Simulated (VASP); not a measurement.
Here is a VASP 6.6.1 calculation.

POSCAR

```
Zr
1.0
    3.2534045973      0.0000000000      0.0000000000
   -1.6267022986      2.8175310300      0.0000000000
    0.0000000000      0.0000000000      5.1810870861
Zr
2
Direct
    0.6666666667      0.3333333333      0.7500000000
    0.3333333333      0.6666666667      0.2500000000
```

File INCAR.step1:

```
SYSTEM = Zr
ALGO = Normal
EDIFF = 1E-5
ENCUT = 520
GGA = PE
ISIF = 2
ISMEAR = -1
LASPH = .TRUE.
LREAL = .FALSE.
LWAVE = .TRUE.
NBANDS = 19
NELM = 60
PREC = Accurate
SIGMA = 0.05
```

File INCAR.step2:

```
SYSTEM = Zr
ALGO = Normal
EDIFF = 1E-6
ENCUT = 520
GGA = PE
HFSCREEN = 0.2079
ISIF = 2
ISMEAR = -1
ISTART = 1
LASPH = .TRUE.
LCHARG = .TRUE.
LELF = .TRUE.
LHFCALC = .TRUE.
LREAL = .FALSE.
LVHAR = .TRUE.
LWAVE = .FALSE.
NBANDS = 19
NELM = 60
PREC = Accurate
PRECFOCK = Normal
SIGMA = 0.05
```

File KPOINTS:

```
k-points
0
G
  6 6 4
  0 0 0
```

Potentials or basis: VASP PAW PBE potentials, release 64 (Zr_sv).

The run is started by

```sh
$ cat potpaw_PBE.64/Zr_sv/POTCAR > POTCAR
$ cp INCAR.step1 INCAR
$ mpirun -np 1 vasp_std > vasp.out
$ cp INCAR.step2 INCAR
$ mpirun -np 1 vasp_std > vasp.out
```

Question: Estimate the band gap on the k mesh.

Answer: Zero (bands 12 and 13 overlap by 1.55 eV).

Question: Predict the pressure.

Answer: -1.2 GPa.

Caveat: the k points lie up to 0.37 Å⁻¹ apart, too coarse for converged energies and pressures of a metal; the PAW data sets were made with another functional, which shifts forces and pressure a little.
